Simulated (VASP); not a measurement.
# Pt (Im-3m) in VASP: further runs

Pt is run at these levels: PBE0; tasks: single point.

All numbers are computed with VASP 6.6.1; they aren't measurements. Logs are shortened: lines on timing, memory, paths and dates and some standing lists are left out, and cuts for length are marked.

## (1) The cell of the first run

It takes space group Im-3m (No. 229, cubic). Conventional cell: a = 3.168 Å, b = 3.168 Å, c = 3.168 Å, α = 90.00°, β = 90.00°, γ = 90.00°. Pt (site symmetry m-3m) has 14 Pt at 2.74 to 3.17 Å within 3.6 Å.

## (2) Single point, PBE0

Contents of POSCAR:

```
Pt
1.0
   -1.5842200000      1.5842200000      1.5842200000
    1.5842200000     -1.5842200000      1.5842200000
    1.5842200000      1.5842200000     -1.5842200000
Pt
1
Direct
    0.0000000000      0.0000000000      0.0000000000
```

Contents of INCAR.step1:

```
SYSTEM = Pt
  PREC = Accurate
  ENCUT = 520
  EDIFF = 1E-5
  ISMEAR = -1
  SIGMA = 0.05
  LREAL = .FALSE.
  LASPH = .TRUE.
  NELM = 80
  ALGO = Normal
  ISIF = 2
  LWAVE = .TRUE.
  LCHARG = .FALSE.
  NBANDS = 11
  GGA = PE
```

Contents of INCAR.step2:

```
SYSTEM = Pt
  PREC = Accurate
  ENCUT = 520
  EDIFF = 1E-7
  ISMEAR = -1
  SIGMA = 0.05
  LREAL = .FALSE.
  LASPH = .TRUE.
  NELM = 80
  ALGO = Normal
  ISIF = 2
  LWAVE = .FALSE.
  LCHARG = .FALSE.
  GGA = PE
  LHFCALC = .TRUE.
  AEXX = 0.25
  PRECFOCK = Normal
  NBANDS = 11
  ISTART = 1
```

Contents of KPOINTS:

```
Automatic mesh
0
G
  6 6 6
  0 0 0
```

Potentials or basis: VASP PAW PBE potentials, release 64 (Pt).

Run with:

```console
$ cat potpaw_PBE.64/Pt/POTCAR > POTCAR
$ cp INCAR.step1 INCAR
$ mpirun -np 1 vasp_std > vasp.out
$ cp INCAR.step2 INCAR
$ mpirun -np 1 vasp_std > vasp.out
```

OUTCAR:

```text
SYSTEM = Pt
   PREC = Accurate
   ENCUT = 520
   EDIFF = 1E-7
   ISMEAR = -1
   LREAL = .FALSE.
   LASPH = .TRUE.
   NELM = 80
   ISIF = 2
   GGA = PE
   LHFCALC = .TRUE.
   AEXX = 0.25
   PRECFOCK = Normal
   ISTART = 1

 ion  position               nearest neighbor table
   1  0.000  0.000  0.000-

  LATTYP: Found a body centered cubic cell.
 ALAT       =     3.1684400000

  Lattice vectors:

 A1 = (  -1.5842200000,   1.5842200000,   1.5842200000)
 A2 = (   1.5842200000,  -1.5842200000,   1.5842200000)
 A3 = (   1.5842200000,   1.5842200000,  -1.5842200000)

Analysis of symmetry for initial positions (statically):
=====================================================================
 Subroutine PRICEL returns:
 Original cell was already a primitive cell.

 Routine SETGRP: Setting up the symmetry group for a
 body centered cubic supercell.

 Subroutine GETGRP returns: Found 48 space group operations
[... 9 lines left out ...]

 Routine SETGRP: Setting up the symmetry group for a
 body centered cubic supercell.

 Subroutine GETGRP returns: Found 48 space group operations
[... 11 lines left out ...]
                                     Primitive cell

  volume of cell :      15.9040

  direct lattice vectors                    reciprocal lattice vectors
    -1.584220000  1.584220000  1.584220000     0.000000000  0.315612731  0.315612731
     1.584220000 -1.584220000  1.584220000     0.315612731  0.000000000  0.315612731
     1.584220000  1.584220000 -1.584220000     0.315612731  0.315612731  0.000000000

  length of vectors
     2.743949530  2.743949530  2.743949530     0.446343804  0.446343804  0.446343804

  position of ions in fractional coordinates (direct lattice)
     0.000000000  0.000000000  0.000000000

  ion indices of the primitive-cell ions
   primitive index   ion index
                 1           1

----------------------------------------------------------------------------------------

 KPOINTS: Automatic mesh

Automatic generation of k-mesh.
 Grid dimensions read from file:
 generate k-points for:    6    6    6

 Generating k-lattice:

  Cartesian coordinates                     Fractional coordinates (reciprocal lattice)
     0.000000000  0.052602122  0.052602122     0.166666667  0.000000000  0.000000000
     0.052602122  0.000000000  0.052602122     0.000000000  0.166666667  0.000000000
     0.052602122  0.052602122  0.000000000     0.000000000  0.000000000  0.166666667

  Length of vectors
     0.074390634  0.074390634  0.074390634

  Shift w.r.t. Gamma in fractional coordinates (k-lattice)
     0.000000000  0.000000000  0.000000000

 Subroutine IBZKPT returns following result:
 ===========================================

 Found     16 irreducible k-points:

 Following reciprocal coordinates:
            Coordinates               Weight
  0.000000  0.000000  0.000000      1.000000
  0.166667  0.000000  0.000000     12.000000
  0.333333  0.000000  0.000000     12.000000
  0.500000  0.000000  0.000000      6.000000
  0.166667  0.166667  0.000000     24.000000
  0.333333  0.166667  0.000000     48.000000
[... 8 lines left out ...]
  0.500000  0.500000  0.333333     12.000000
  0.500000  0.500000  0.500000      1.000000
   k-points           NKPTS =     16   k-points in BZ     NKDIM =    216   number of bands    NBANDS=     11
   number of dos      NEDOS =    301   number of ions     NIONS =      1
   total plane-waves  NPLWV =   8000
   dimension x,y,z NGX =    20 NGY =   20 NGZ =   20
   dimension x,y,z NGXF=    40 NGYF=   40 NGZF=   40
   ions per type =               1
   NGX,Y,Z   is equivalent  to a cutoff of  12.12, 12.12, 12.12 a.u.
   NGXF,Y,Z  is equivalent  to a cutoff of  24.23, 24.23, 24.23 a.u.
 SYSTEM =  Pt
   PREC   = accura    normal or accurate (medium, high low for compatibility)
   ISTART =      1    job   : 0-new  1-cont  2-samecut
   ICHARG =      0    charge: 1-file 2-atom 10-const
   ISPIN  =      1    spin polarized calculation?
   LNONCOLLINEAR =      F non collinear calculations
   LSORBIT =      F    spin-orbit coupling
   LASPH  =      T    aspherical Exc in radial PAW
   ENCUT  =  520.0 eV  38.22 Ry    6.18 a.u.   5.10  5.10  5.10*2*pi/ulx,y,z
   NELM   =     80;   NELMIN=  2; NELMDL=  0     # of ELM steps
   EDIFF  = 0.1E-06   stopping-criterion for ELM
   LREAL  =      F    real-space projection
   EDIFFG = 0.1E-05   stopping-criterion for IOM
   NSW    =      0    number of steps for IOM
   IBRION =     -1    ionic relax: 0-MD 1-quasi-New 2-CG
   NFREE  =      0    steps in history (QN), initial steepest desc. (CG)
   ISIF   =      2    stress and relaxation
   ISYM   =      3    0-nonsym 1-usesym 2-fastsym
   POTIM  = 0.5000    time-step for ionic-motion
   TEBEG  =    0.0;   TEEND  =   0.0 temperature during run
   PSTRESS=    0.0 pullay stress
   NELECT =      10.0000    total number of electrons
   NUPDOWN=      -1.0000    fix difference up-down
   EMIN   =  10.00;   EMAX   =-10.00  energy-range for DOS
   EFERMI =   0.00;   METHOD = LEGACY
   ISMEAR =    -1;   SIGMA  =   0.05  broadening in eV -4-tet -1-fermi 0-gaus
   EFERMI_NEDOS =   21; number of points for ismear=-14 and -15
   IALGO  =     38    algorithm
   IMIX   =      1    mixing-type and parameters
     AMIX     =   0.40;   BMIX     =  1.00
     AMIX_MAG =   1.60;   BMIX_MAG =  1.00
  volume/ion in A,a.u.               =      15.90       107.33
  Fermi-wavevector in a.u.,A,eV,Ry     =   1.402510  2.650360 26.763132  1.967035
  Thomas-Fermi vector in A             =   2.525265
   LORBIT       =      0    0 simple, 1 ext, 2 COOP (PROOUT), +10 PAW based schemes
   GGA     = PE    functional components
   LHFCALC =     T    Hartree Fock is set to
   PRECFOCK=normal    Normal, Fast or Accurate (Low or Medium for compatibility)
   ENCUT4O =  -1.0   cutoff for four orbital integrals eV
   NKREDX  =     1    reduce k-point grid by
   NKREDY  =     1    reduce k-point grid by
   NKREDZ  =     1    reduce k-point grid by
   AEXX    =    0.2500 exact exchange contribution
   HFSCREEN=    0.0000 screening length (either q_TF or 0.3 A-1)
   HFSCREENC=   0.0000 screening length for correlation (either q_TF or 0.3 A-1)
   ENCUTFOCK=  -1.0 apply spherical cutoff to Coloumb kernel
   IVDW    =     0    specifies the selected vdW correction
   LEPSILON=     F    determine dielectric tensor
   LRPA    =     F    only Hartree local field effects (RPA)
 non-spin polarized calculation
  energy-cutoff  :      520.00
  volume of cell :       15.90
 maximum number of plane-waves:       438
  NGX = 16; NGY = 16; NGZ = 16

 number of electron      10.0000000 magnetization

 Free energy of the ion-electron system (eV)
  ---------------------------------------------------
  ext. energy  EPLUGINS =         0.00000000
  ---------------------------------------------------
  free energy    TOTEN  =        -7.39897951 eV

  energy without entropy =       -7.39579174  energy(sigma->0) =       -7.39738563

 E-fermi :   9.5189     XC(G=0): -10.3022

 val. band max:        8.6838355496   @ k =   0.3333   0.0000   0.0000
 cond. band min:       9.6387862518   @ k =  -0.3333   0.5000   0.1667
 fundamental gap:      0.9549507021
 Fermi energy:         9.5188876502

 k-point     1 :       0.0000    0.0000    0.0000
  band No.  band energies     occupation
      1      -1.0430      2.00000
      2       5.0981      2.00000
      3       5.0981      2.00000
      4       5.0981      2.00000
      5       7.5143      2.00000
      6       7.5143      2.00000
      7      28.4058      0.00000
      8      28.4058      0.00000
      9      28.4058      0.00000
     10      38.5698      0.00000
     11      38.5698      0.00000

 k-point     2 :       0.1667    0.0000    0.0000
  band No.  band energies     occupation
      1       0.1431      2.00000
      2       4.6774      2.00000
      3       5.0961      2.00000
      4       6.1002      2.00000
      5       7.1481      2.00000
      6       7.5899      2.00000
      7      28.2924      0.00000
      8      28.4167      0.00000
      9      30.0491      0.00000
     10      34.2403      0.00000
     11      34.2483      0.00000

 k-point     3 :       0.3333    0.0000    0.0000
  band No.  band energies     occupation
      1       1.8537      2.00000
      2       3.9233      2.00000
      3       6.3114      2.00000
      4       7.3975      2.00000
      5       7.8362      2.00000
      6       8.6838      2.00000
      7      22.3155      0.00000
      8      25.8634      0.00000
      9      30.3050      0.00000
     10      33.9517      0.00000
     11      34.9875      0.00000

 k-point     4 :       0.5000    0.0000    0.0000
  band No.  band energies     occupation
      1       1.8391      2.00000
      2       3.5810      2.00000
      3       7.4464      2.00000
      4       7.9877      2.00000
      5      10.4008      0.00000
      6      11.0950      0.00000
      7      17.3908      0.00000
      8      24.4237      0.00000
      9      27.2643      0.00000
     10      35.6355      0.00000
     11      36.4707      0.00000
[... 127 lines left out ...]
 k-point    14 :      -0.3333    0.3333    0.3333
  band No.  band energies     occupation
      1       3.2601      2.00000
      2       3.3123      2.00000
      3       7.2568      2.00000
      4       7.2568      2.00000
      5       8.5188      2.00000
      6      12.3531      0.00000
      7      23.7812      0.00000
      8      23.7812      0.00000
      9      25.8726      0.00000
     10      29.5872      0.00000
     11      35.3002      0.00000

 k-point    15 :       0.5000    0.5000    0.3333
  band No.  band energies     occupation
      1       2.6996      2.00000
      2       2.9416      2.00000
      3       7.5556      2.00000
      4       8.0035      2.00000
      5      10.6907      0.00000
      6      17.3602      0.00000
      7      17.5350      0.00000
      8      21.2843      0.00000
      9      27.7966      0.00000
     10      30.6393      0.00000
     11      31.2769      0.00000

 k-point    16 :       0.5000    0.5000    0.5000
  band No.  band energies     occupation
      1       2.1612      2.00000
      2       2.1612      2.00000
      3      10.5219      0.00000
      4      10.5219      0.00000
      5      10.5219      0.00000
      6      18.5956      0.00000
      7      18.5956      0.00000
      8      18.5956      0.00000
      9      24.4471      0.00000
     10      30.3023      0.00000
     11      30.3023      0.00000

------------------------ aborting loop because EDIFF is reached ----------------------------------------

  FORCE on cell =-STRESS in cart. coord.  units (eV):
  Direction    XX          YY          ZZ          XY          YZ          ZX
  --------------------------------------------------------------------------------------
  -------------------------------------------------------------------------------------
  Total       -0.8701916     -0.8701916     -0.8701916     -0.0000000      0.0000000     -0.0000000
  in kB      -87.6635373    -87.6635373    -87.6635373     -0.0000000      0.0000000     -0.0000000
  external PRESSURE =     -87.6635373 kB  Pullay stress =       0.0000000 kB

 VOLUME and BASIS-vectors are now :
 -----------------------------------------------------------------------------
  energy-cutoff  :      520.00
  volume of cell :       15.90
      direct lattice vectors                 reciprocal lattice vectors
    -1.584220000  1.584220000  1.584220000     0.000000000  0.315612731  0.315612731
     1.584220000 -1.584220000  1.584220000     0.315612731  0.000000000  0.315612731
     1.584220000  1.584220000 -1.584220000     0.315612731  0.315612731  0.000000000

 POSITION                                       TOTAL-FORCE (eV/Angst)
 -----------------------------------------------------------------------------------
      0.00000      0.00000      0.00000         0.000000      0.000000      0.000000
 -----------------------------------------------------------------------------------
    total drift:                                0.000000      0.000000      0.000000

  FREE ENERGIE OF THE ION-ELECTRON SYSTEM (eV)
  ---------------------------------------------------
  free  energy   TOTEN  =        -7.3989795108 eV

  energy  without entropy=       -7.3957917398  energy(sigma->0) =       -7.39738563
```

Run time: 4 min. Hardware: 1 thread of Intel Xeon Platinum 8488C (Sapphire Rapids), shared host; peak memory 0.14 GiB.

Results:

- Free energy: -7.3990 eV
- Pressure: -8.8 GPa
- Band gap on the k mesh: zero (band 5 reaches 10.98 eV, above the bottom of band 6 at 7.51 eV)

Levels at points of the mesh, in eV from the Fermi level:
```csv
k point,band 2,band 3,band 4,band 5,band 6,band 7,band 8,band 9
"(0.00, 0.00, 0.00)",-4.42,-4.42,-4.42,-2.00,-2.00,18.89,18.89,18.89
"(0.50, 0.00, 0.00)",-5.94,-2.07,-1.53,0.88,1.58,7.87,14.90,17.75
"(0.50, 0.50, 0.50)",-7.36,1.00,1.00,1.00,9.08,9.08,9.08,14.93
```

Caveat: the k points lie up to 0.47 Å⁻¹ apart; the PAW data sets were made with another functional, which shifts forces and pressure a little; spin-orbit coupling is left out, which moves the levels of the heavy elements.

[end of part 1 of 2]
